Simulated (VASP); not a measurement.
Write the native input for VASP 6.6.1 that does the following.

```yaml
Task: single point
Functional: PBE
Potentials_or_basis: VASP PAW PBE potentials, release 64 (Al)
Cutoff: 400 eV
k_mesh: 8 × 8 × 1
Occupations: methfessel-paxton, width 0.05 eV
Spin: no spin polarisation
Dipole_correction: yes
Further_INCAR_settings: ALGO = Normal; EDIFF = 1e-06; NBANDS = 14; NELMDL = -8
```

The structure of Al lies in POSCAR:

```
Al
1.0
    2.8635066922      0.0000000000      0.0000000000
    1.4317533461      2.4798695393      0.0000000000
    0.0000000000      0.0000000000     21.0141302708
Al
4
Direct
    0.0000000000      0.0000000000      0.3331091941
    0.6666666667      0.6666666667      0.4443697314
    0.3333333333      0.3333333333      0.5556302686
    1.0000000000      1.0000000000      0.6668908059
```

These files were run (other wordings do the same):

INCAR

```
PREC = Accurate
ENCUT = 400
EDIFF = 1E-6
ISMEAR = 1
SIGMA = 0.05
LREAL = F
LASPH = T
NELM = 120
ALGO = Normal
ISIF = 2
LWAVE = F
LCHARG = F
LDIPOL = T
IDIPOL = 3
DIPOL = 0.5 0.5 0.500
GGA = PE
NBANDS = 14
GGA_COMPAT = F
NELMDL = -8
```

KPOINTS

```
regular mesh
0
Gamma
  8 8 1
```

Potentials or basis: VASP PAW PBE potentials, release 64 (Al).

The run is started by

```bash
$ cat potpaw_PBE.64/Al/POTCAR > POTCAR
$ mpirun -np 1 vasp_std > vasp.out
```

It gave:

- Largest force: 0.331 eV/Å
- Band gap on the k mesh: zero (band 6 reaches 2.15 eV, above the bottom of band 7 at 0.50 eV)

Run time: 13 s on 1 thread of Intel(R) Xeon(R) 6975P-C (Granite Rapids), on a shared host, peak memory 0.21 GiB.
